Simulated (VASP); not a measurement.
A run of VASP 6.6.1:

INCAR

```
PREC     = Accurate       # precision mode
ENCUT    = 520            # plane-wave cutoff, eV
EDIFF    = 1E-6           # SCF threshold, eV
ISMEAR   = 0              # smearing method
SIGMA    = 0.05           # smearing width, eV
LREAL    = F              # projectors in reciprocal space
LASPH    = T              # aspherical terms in the spheres
NELM     = 100            # most SCF steps
ALGO     = Normal         # electronic algorithm
ISIF     = 2              # what is computed and relaxed
LWAVE    = F              # write WAVECAR
LCHARG   = F              # write CHGCAR
GGA      = PE             # functional
NBANDS   = 35             # bands
```

Contents of KPOINTS:

```
Automatic mesh
0
Gamma
  4 4 6
```

The input POSCAR:

```
PbO2
1.0
    4.9311692481      0.0000000000      0.0000000000
    0.0000000000      4.9311692481      0.0000000000
    0.0000000000      0.0000000000      3.4244993807
Pb O
2 4
Direct
    0.0000000000      0.0000000000      0.0000000000
    0.5000000000      0.5000000000      0.5000000000
    0.3070318429      0.3070318429      0.0000000000
    0.8070318429      0.1929681571      0.5000000000
    0.1929681571      0.8070318429      0.5000000000
    0.6929681571      0.6929681571      0.0000000000
```

Potentials or basis: VASP PAW PBE potentials, release 64 (Pb_d, O).

Command:

```bash
$ cat potpaw_PBE.64/Pb_d/POTCAR potpaw_PBE.64/O/POTCAR > POTCAR
$ mpirun -np 1 vasp_std > vasp.out
```

Hardware: 1 thread of Intel(R) Xeon(R) Platinum 8375C CPU @ 2.90GHz (Ice Lake), with other jobs on the host.

Task: Estimate the wall time of this run.

Result: Wall time 80 s on 1 thread of Intel(R) Xeon(R) Platinum 8375C CPU @ 2.90GHz (Ice Lake), with other jobs on the host, peak memory 0.22 GiB. Counts: scf iterations 14, k points 24.
